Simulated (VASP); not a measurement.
Write the native input for VASP 6.6.1 that does the following.

| Item | Value |
| --- | --- |
| Task | relaxation of cell and atoms |
| Functional | PBE |
| Potentials or basis | VASP PAW PBE potentials, release 64 (Ba_sv, Er_3, O), 4f in core |
| Cutoff | 600 eV |
| k mesh | 10 × 10 × 10 |
| Occupations | gaussian, width 0.1 eV |
| Spin | no spin polarisation |
| Dipole correction | no |
| Mended | yes |
| Further INCAR settings | ALGO = Normal; EDIFF = 1e-07; IBRION = 2; EDIFFG = -0.01; NSW = 100; ISIF = 3 |

The structure of BaErO4 lies in POSCAR:

```
BaErO4
1.0
    0.0000000000      3.3654962179      3.3654962179
    3.3654962179      0.0000000000      3.3654962179
    3.3654962179      3.3654962179      0.0000000000
Ba Er O
1 1 4
Direct
    0.7500000000      0.7500000000      0.7500000000
    0.0000000000      0.0000000000      0.0000000000
    0.3732370574      0.3732370574      0.3732370574
    0.8802888278      0.3732370574      0.3732370574
    0.3732370574      0.8802888278      0.3732370574
    0.3732370574      0.3732370574      0.8802888278
```

The cell was built from a structure type or drawn by symmetry, and may not be a known phase.

One way to write it, as run:

INCAR

```
SYSTEM = BaErO4
PREC     = Accurate       ! precision mode
ENCUT    = 600            ! plane-wave cutoff, eV
EDIFF    = 1E-7           ! SCF threshold, eV
ISMEAR   = 0              ! smearing method
SIGMA    = 0.1            ! smearing width, eV
LREAL    = .False.        ! projectors in reciprocal space
LASPH    = .True.         ! aspherical terms in the spheres
NELM     = 200            ! most SCF steps
ALGO     = Normal         ! electronic algorithm
ISIF     = 3              ! what is computed and relaxed
LWAVE    = .False.        ! write WAVECAR
LCHARG   = .False.        ! write CHGCAR
GGA      = PE             ! functional
IBRION   = 2              ! ionic algorithm
NSW      = 100            ! ionic steps
EDIFFG   = -0.01          ! ionic threshold
GGA_COMPAT= .False.      
NELMIN   = 4            
LMAXMIX  = 6              ! l up to which the mixer works
```

KPOINTS

```
regular mesh
0
Gamma
  10 10 10
  0 0 0
```

Potentials or basis: VASP PAW PBE potentials, release 64 (Ba_sv, Er_3, O), 4f in core.

Launch:

```console
$ cat potpaw_PBE.64/Ba_sv/POTCAR potpaw_PBE.64/Er_3/POTCAR potpaw_PBE.64/O/POTCAR > POTCAR
$ mpirun -np 1 vasp_std > vasp.out
```

Results of the run:

```yaml
Relaxed_volume: 12.87 Å³/atom
Relaxed_cell: a = 4.780 Å, b = 4.780 Å, c = 4.780 Å, α = 60.00°, β = 60.00°, γ = 60.00°
Space_group_after_relaxing_to_0.1_Å: F-43m (No. 216)
Energy_gained_by_relaxing: 0.8 meV/atom
Ionic_steps: 3
Pressure_after_relaxing: 0.0 GPa
Band_gap_on_the_k_mesh: zero (an odd number of electrons rules out a gap without spin polarisation)
```

Caveat: spin-orbit coupling is left out, which moves the levels of the heavy elements; the 4f electrons are frozen in the core, so they carry no moment and show no levels; an odd number of electrons without spin polarisation forces a metal; a magnetic or distorted state may lie lower; the run has no spin polarisation, though such a crystal can be magnetic.

Wall time 2.3 min on 1 thread of Intel(R) Xeon(R) 6975P-C (Granite Rapids) (shared host), peak memory 0.32 GiB.
